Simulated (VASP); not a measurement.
Input of a VASP 6.6.1 run:

Contents of INCAR:

```
SYSTEM = Gd
PREC = Accurate
ENCUT = 520
EDIFF = 1E-6
ISMEAR = -1
SIGMA = 0.05
LREAL = .FALSE.
LASPH = .TRUE.
NELM = 150
ALGO = Fast
ISIF = 2
LWAVE = .FALSE.
LCHARG = .TRUE.
ISPIN = 2
MAGMOM = 2.01
LORBIT = 11
LMAXMIX = 6
GGA = PE
LELF = .TRUE.
LVHAR = .TRUE.
NBANDS = 19
```

KPOINTS

```
Automatic mesh
0
G
  9 9 9
  0 0 0
```

The input POSCAR:

```
Gd
1.0
   -2.0250000000      2.0250000000      2.0250000000
    2.0250000000     -2.0250000000      2.0250000000
    2.0250000000      2.0250000000     -2.0250000000
Gd
1
Direct
    0.0000000000      0.0000000000      0.0000000000
```

Potentials or basis: VASP PAW PBE potentials, release 64 (Gd).

Launch:

```bash
$ cat potpaw_PBE.64/Gd/POTCAR > POTCAR
$ mpirun -np 1 vasp_std > vasp.out
```

Q: Predict the pressure.

A: 0.0 GPa.

Q: Predict the site moments.

A: Gd +6.99 μB.

 The state reached can hang on the start; a lower one may exist.
